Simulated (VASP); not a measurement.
# NaH (I4/mmm) in VASP: relaxation of cell and atoms with PBEsol

Aim: the relaxation of cell and atoms of NaH with PBEsol.

All numbers are computed with VASP 6.6.1; they aren't measurements. Logs are shortened: lines on timing, memory, paths and dates and some standing lists are left out, and cuts for length are marked.

### 1 The cell of the first run

The structure is tetragonal, space group I4/mmm (No. 139). The conventional cell has a = 3.302 Å, b = 3.302 Å, c = 9.969 Å, α = 90.00°, β = 90.00°, γ = 90.00°. Within 2.6 Å of Na (site symmetry 4mm) lie 5 H at 1.96 to 2.44 Å and 1 Na at 2.30 Å. Within 2.7 Å of H (site symmetry 4mm) lie 5 Na at 1.96 to 2.44 Å and 4 H at 2.64 Å.

### 2 Relaxation of cell and atoms, PBEsol

File INCAR:

```
ALGO = Normal
EDIFF = 1E-7
EDIFFG = -0.01
ENCUT = 1130
GGA = PS
GGA_COMPAT = False
IBRION = 2
ISIF = 3
ISMEAR = -1
LASPH = True
LCHARG = False
LREAL = False
LWAVE = False
NELM = 120
NELMIN = 4
NSW = 100
PREC = Accurate
SIGMA = 0.03
```

File KPOINTS:

```
k-points
0
Gamma
  10 10 10
```

File POSCAR:

```
NaH
1.0
   -1.6512177400      1.6512177400      4.9846291800
    1.6512177400     -1.6512177400      4.9846291800
    1.6512177400      1.6512177400     -4.9846291800
Na H
2 2
Direct
    0.8845159600      0.8845159600      0.0000000000
    0.1154840400      0.1154840400      0.0000000000
    0.6881518000      0.6881518000      0.0000000000
    0.3118482000      0.3118482000      0.0000000000
```

Potentials or basis: VASP PAW PBE potentials, release 64 (Na_sv, H).

Launch:

```bash
cat potpaw_PBE.64/Na_sv/POTCAR potpaw_PBE.64/H/POTCAR > POTCAR
mpirun -np 1 vasp_std > vasp.out
```

OUTCAR:

```text
EDIFF = 1E-7
   EDIFFG = -0.01
   ENCUT = 1130
   GGA = PS
   IBRION = 2
   ISIF = 3
   ISMEAR = -1
   LASPH = True
   LREAL = False
   NELM = 120
   NELMIN = 4
   NSW = 100
   PREC = Accurate

 ion  position               nearest neighbor table
   1  0.885  0.885  0.000-
   2  0.115  0.115  0.000-
   3  0.688  0.688  0.000-
   4  0.312  0.312  0.000-

  LATTYP: Found a body centered tetragonal cell.
 ALAT       =     3.3024354800
 C/A-ratio  =     3.0187594642

  Lattice vectors:

 A1 = (  -1.6512177400,   1.6512177400,   4.9846291800)
 A2 = (   1.6512177400,  -1.6512177400,   4.9846291800)
 A3 = (   1.6512177400,   1.6512177400,  -4.9846291800)

Analysis of symmetry for initial positions (statically):
=====================================================================
 Subroutine PRICEL returns:
 Original cell was already a primitive cell.

 Routine SETGRP: Setting up the symmetry group for a
 body centered tetragonal supercell.

 Subroutine GETGRP returns: Found 16 space group operations
 (whereof 16 operations were pure point group operations)
 out of a pool of 16 trial point group operations.

The static configuration has the point symmetry D_4h.

Analysis of symmetry for dynamics (positions and initial velocities):
=====================================================================
 Subroutine PRICEL returns:
 Original cell was already a primitive cell.

 Routine SETGRP: Setting up the symmetry group for a
 body centered tetragonal supercell.

 Subroutine GETGRP returns: Found 16 space group operations
 (whereof 16 operations were pure point group operations)
 out of a pool of 16 trial point group operations.

The dynamic configuration has the point symmetry D_4h.

 Subroutine INISYM returns: Found 16 space group operations
 (whereof 16 operations are pure point group operations),
 and found     1 'primitive' translations

----------------------------------------------------------------------------------------

                                     Primitive cell

  volume of cell :      54.3628

  direct lattice vectors                    reciprocal lattice vectors
    -1.651217740  1.651217740  4.984629180     0.000000000  0.302806824  0.100308364
     1.651217740 -1.651217740  4.984629180     0.302806824  0.000000000  0.100308364
     1.651217740  1.651217740 -4.984629180     0.302806824  0.302806824  0.000000000

  length of vectors
     5.504504348  5.504504348  5.504504348     0.318988622  0.318988622  0.428233518

  position of ions in fractional coordinates (direct lattice)
     0.884515960  0.884515960  0.000000000
     0.115484040  0.115484040  0.000000000
     0.688151800  0.688151800  0.000000000
     0.311848200  0.311848200  0.000000000

  ion indices of the primitive-cell ions
   primitive index   ion index
                 1           1
                 2           2
                 3           3
                 4           4

----------------------------------------------------------------------------------------

 KPOINTS: k-points

Automatic generation of k-mesh.
 Grid dimensions read from file:
 generate k-points for:   10   10   10

 Generating k-lattice:

  Cartesian coordinates                     Fractional coordinates (reciprocal lattice)
     0.000000000  0.030280682  0.010030836     0.100000000  0.000000000 -0.000000000
     0.030280682  0.000000000  0.010030836     0.000000000  0.100000000 -0.000000000
     0.030280682  0.030280682  0.000000000     0.000000000  0.000000000  0.100000000

  Length of vectors
     0.031898862  0.031898862  0.042823352

  Shift w.r.t. Gamma in fractional coordinates (k-lattice)
     0.000000000  0.000000000  0.000000000

 Subroutine IBZKPT returns following result:
 ===========================================

 Found    102 irreducible k-points:

 Following reciprocal coordinates:
            Coordinates               Weight
  0.000000  0.000000  0.000000      1.000000
  0.100000  0.000000 -0.000000      8.000000
  0.200000  0.000000 -0.000000      8.000000
  0.300000  0.000000  0.000000      8.000000
  0.400000  0.000000  0.000000      8.000000
  0.500000  0.000000 -0.000000      4.000000
[... 16 lines left out ...]
  0.300000  0.300000 -0.000000      8.000000
  0.400000  0.300000 -0.000000     16.000000
 [... further k-points ...]
   k-points           NKPTS =    102   k-points in BZ     NKDIM =    102   number of bands    NBANDS=     14
   number of dos      NEDOS =    301   number of ions     NIONS =      4
   total plane-waves  NPLWV = 216000
   dimension x,y,z NGX =    60 NGY =   60 NGZ =   60
   dimension x,y,z NGXF=   120 NGYF=  120 NGZF=  120
   ions per type =               2   2
   NGX,Y,Z   is equivalent  to a cutoff of  18.12, 18.12, 18.12 a.u.
   NGXF,Y,Z  is equivalent  to a cutoff of  36.24, 36.24, 36.24 a.u.
 SYSTEM =  unknown system
   PREC   = accura    normal or accurate (medium, high low for compatibility)
   ISTART =      0    job   : 0-new  1-cont  2-samecut
   ICHARG =      2    charge: 1-file 2-atom 10-const
   ISPIN  =      1    spin polarized calculation?
   LNONCOLLINEAR =      F non collinear calculations
   LSORBIT =      F    spin-orbit coupling
   LASPH  =      T    aspherical Exc in radial PAW
   ENCUT  = 1130.0 eV  83.05 Ry    9.11 a.u.  15.09 15.09 15.09*2*pi/ulx,y,z
   NELM   =    120;   NELMIN=  4; NELMDL= -5     # of ELM steps
   EDIFF  = 0.1E-06   stopping-criterion for ELM
   LREAL  =      F    real-space projection
   EDIFFG = -.1E-01   stopping-criterion for IOM
   NSW    =    100    number of steps for IOM
   IBRION =      2    ionic relax: 0-MD 1-quasi-New 2-CG
   NFREE  =      1    steps in history (QN), initial steepest desc. (CG)
   ISIF   =      3    stress and relaxation
   ISYM   =      2    0-nonsym 1-usesym 2-fastsym
   POTIM  = 0.5000    time-step for ionic-motion
   TEBEG  =    0.0;   TEEND  =   0.0 temperature during run
   PSTRESS=    0.0 pullay stress
   NELECT =      20.0000    total number of electrons
   NUPDOWN=      -1.0000    fix difference up-down
   EMIN   =  10.00;   EMAX   =-10.00  energy-range for DOS
   EFERMI =   0.00;   METHOD = LEGACY
   ISMEAR =    -1;   SIGMA  =   0.03  broadening in eV -4-tet -1-fermi 0-gaus
   EFERMI_NEDOS =   21; number of points for ismear=-14 and -15
   IALGO  =     38    algorithm
   IMIX   =      4    mixing-type and parameters
     AMIX     =   0.40;   BMIX     =  1.00
     AMIX_MAG =   1.60;   BMIX_MAG =  1.00
  volume/ion in A,a.u.               =      13.59        91.71
  Fermi-wavevector in a.u.,A,eV,Ry     =   1.173053  2.216749 18.722344  1.376053
  Thomas-Fermi vector in A             =   2.309472
   LORBIT       =      0    0 simple, 1 ext, 2 COOP (PROOUT), +10 PAW based schemes
   GGA     = PS    functional components
   LHFCALC =     F    Hartree Fock is set to
   AEXX    =    0.0000 exact exchange contribution
   IVDW    =     0    specifies the selected vdW correction
   LEPSILON=     F    determine dielectric tensor
   LRPA    =     F    only Hartree local field effects (RPA)
 conjugate gradient relaxation of ions
 non-spin polarized calculation
  energy-cutoff  :     1130.00
  volume of cell :       54.36
 maximum number of plane-waves:      4722
   NGX = 31   NGY = 31   NGZ = 31

--------------------------------------- Ionic step        1  -------------------------------------------

 number of electron      19.9999999 magnetization

 Free energy of the ion-electron system (eV)
  ---------------------------------------------------
  ext. energy  EPLUGINS =         0.00000000
  ---------------------------------------------------
  free energy    TOTEN  =        -8.42887251 eV

  energy without entropy =       -8.42887251  energy(sigma->0) =       -8.42887251

------------------------ aborting loop because EDIFF is reached ----------------------------------------

  FORCE on cell =-STRESS in cart. coord.  units (eV):
  Direction    XX          YY          ZZ          XY          YZ          ZX
  --------------------------------------------------------------------------------------
  -------------------------------------------------------------------------------------
  Total       -0.6177596     -0.6177596      3.8468573      0.0000000      0.0000000      0.0000000
  in kB      -18.2065859    -18.2065859    113.3744309      0.0000000      0.0000000      0.0000000
  external PRESSURE =      25.6537530 kB  Pullay stress =       0.0000000 kB
[... 95 lines left out ...]
  FREE ENERGIE OF THE ION-ELECTRON SYSTEM (eV)
  ---------------------------------------------------
  free  energy   TOTEN  =        -9.6606809079 eV

  energy  without entropy=       -9.6606809079  energy(sigma->0) =       -9.66068091

 E-fermi :   0.0498     XC(G=0):  -7.3384

 val. band max:       -0.6560032409   @ k =   0.5000   0.5000  -0.0000
 cond. band min:       1.6432807017   @ k =   0.0000   0.0000   0.0000
 fundamental gap:      2.2992839426
 Fermi energy:         0.0497989583

 k-point     1 :       0.0000    0.0000    0.0000
  band No.  band energies     occupation
      1     -51.0207      2.00000
      2     -51.0138      2.00000
      3     -23.2006      2.00000
      4     -23.1269      2.00000
      5     -23.0539      2.00000
      6     -23.0539      2.00000
      7     -23.0370      2.00000
      8     -23.0370      2.00000
      9      -4.5631      2.00000
     10      -2.2009      2.00000
     11       1.6433      0.00000
     12       8.0254      0.00000
     13       9.5653      0.00000
     14      10.9148      0.00000
[... 379 lines left out ...]
      3     -23.1599      2.00000
      4     -23.1515      2.00000
      5     -23.1252      2.00000
      6     -23.1199      2.00000
      7     -23.0938      2.00000
      8     -23.0902      2.00000
      9      -1.6639      2.00000
     10      -1.1516      2.00000
     11       3.8547      0.00000
     12       5.3308      0.00000
     13       5.5631      0.00000
     14       7.5763      0.00000

 [... further k-points ...]

[... ionic steps 4 to 15 ...]

--------------------------------------- Ionic step       16  -------------------------------------------

 number of electron      20.0000004 magnetization

------------------------ aborting loop because EDIFF is reached ----------------------------------------
[... 71 lines left out ...]
--------------------------------------- Ionic step       18  -------------------------------------------

 number of electron      20.0000008 magnetization

 Free energy of the ion-electron system (eV)
  ---------------------------------------------------
  ext. energy  EPLUGINS =         0.00000000
  ---------------------------------------------------
  free energy    TOTEN  =        -9.83058740 eV

  energy without entropy =       -9.83058740  energy(sigma->0) =       -9.83058740

 E-fermi :  -0.3245     XC(G=0):  -6.9729

 val. band max:       -1.0284723246   @ k =   0.5000   0.5000  -0.0000
 cond. band min:       1.3874805134   @ k =   0.0000   0.0000   0.0000
 fundamental gap:      2.4159528380
 Fermi energy:        -0.3244869370

 k-point     1 :       0.0000    0.0000    0.0000
  band No.  band energies     occupation
      1     -51.3903      2.00000
      2     -51.3838      2.00000
      3     -23.5562      2.00000
      4     -23.4938      2.00000
      5     -23.4347      2.00000
      6     -23.4347      2.00000
      7     -23.4157      2.00000
      8     -23.4157      2.00000
      9      -4.6742      2.00000
     10      -2.4691      2.00000
     11       1.3875      0.00000
     12       7.4617      0.00000
     13       8.1584      0.00000
     14      10.1178      0.00000
[... 422 lines left out ...]
  FREE ENERGIE OF THE ION-ELECTRON SYSTEM (eV)
  ---------------------------------------------------
  free  energy   TOTEN  =        -9.8305873987 eV

  energy  without entropy=       -9.8305873987  energy(sigma->0) =       -9.83058740

 reached required accuracy - stopping structural energy minimisation
```

Wall time 42 min (1 thread of Intel Xeon 6975P-C (Granite Rapids), shared host); peak memory 0.67 GiB.

What came out:

```yaml
Free_energy: -9.8306 eV
Relaxed_volume: 16.98 Å³/atom
Relaxed_cell: a = 6.788 Å, b = 6.788 Å, c = 6.788 Å, α = 152.20°, β = 152.20°, γ = 39.72°
Space_group_after_relaxing_to_0.1_Å: I4/mmm (No. 139)
Energy_gained_by_relaxing: 350.4 meV/atom
Ionic_steps: 18
Pressure_after_relaxing: 0.0 GPa
Largest_force_after_relaxing: 0.004 eV/Å
Band_gap_on_the_k_mesh: 2.42 eV (least direct gap 3.86 eV)
```

Forces on the atoms (eV/Å):
```
Na   0.000  0.000  0.004
Na   0.000  0.000 -0.004
H    0.000  0.000 -0.001
H    0.000  0.000  0.001
```

The path:
| step | energy change (eV) | largest force (eV/Å) | pressure (GPa) | volume (Å³) |
| --- | --- | --- | --- | --- |
| 1 | 0.0000 | 1.5203 | 2.57 | 54.36 |
| 2 | -0.5121 | 1.1622 | 1.40 | 56.04 |
| 3 | -1.2318 | 0.4855 | 0.83 | 59.99 |
| 4 | -0.8459 | 0.8025 | 1.04 | 66.63 |
| 5 | -1.3766 | 0.0380 | 1.38 | 62.17 |
| 6 | -1.3776 | 0.0348 | 1.35 | 62.02 |
| 7 | -1.3776 | 0.0565 | 1.33 | 61.88 |
| 8 | -1.3924 | 0.0662 | 0.47 | 63.98 |
| 9 | -1.3948 | 0.0731 | -0.06 | 65.46 |
| 10 | -1.3948 | 0.0725 | -0.02 | 65.32 |
| 11 | -1.3959 | 0.0559 | 0.00 | 65.43 |
| 12 | -1.3979 | 0.0378 | 0.07 | 65.76 |
| 13 | -1.3961 | 0.0968 | 0.21 | 66.42 |
| 14 | -1.3982 | 0.0455 | 0.10 | 65.94 |
| 15 | -1.3995 | 0.0384 | 0.06 | 66.42 |
| 16 | -1.4015 | 0.0167 | -0.05 | 67.85 |
| 17 | -1.4016 | 0.0114 | -0.07 | 68.22 |
| 18 | -1.4017 | 0.0036 | 0.04 | 67.91 |

Final structure:
```xyz
4
Lattice="-1.6308 1.6308 6.3841 1.6308 -1.6308 6.3841 1.6308 1.6308 -6.3841" Properties=species:S:1:pos:R:3 pbc="T T T"
Na    0.0000    0.0000   10.7761
Na    0.0000    0.0000    1.9921
H     1.6308    1.6308    1.9842
H     0.0000    0.0000    4.3999
```

Levels at points of the mesh, in eV from the valence-band top:
```
           k point  band 6  band 7  band 8  band 9  band 10  band 11  band 12  band 13  band 14
(0.00, 0.00, 0.00)  -22.41  -22.39  -22.39   -3.65    -1.44     2.42     8.49     9.19    11.15
(0.50, 0.00, 0.00)  -22.46  -22.39  -22.39   -1.25    -1.03     3.46     4.34     6.81     6.98
(0.50, 0.50, 0.00)  -22.48  -22.45  -22.45   -0.15     0.00     5.05     5.43     6.58     7.84
(0.50, 0.50, 0.50)  -22.41  -22.39  -22.39   -3.36    -2.11     3.86     5.99    10.82    11.00
```

Caveat: the volume moved by over 15 % at a fixed basis, so the end points are rough; the PAW data sets were made with another functional, which shifts forces and pressure a little.
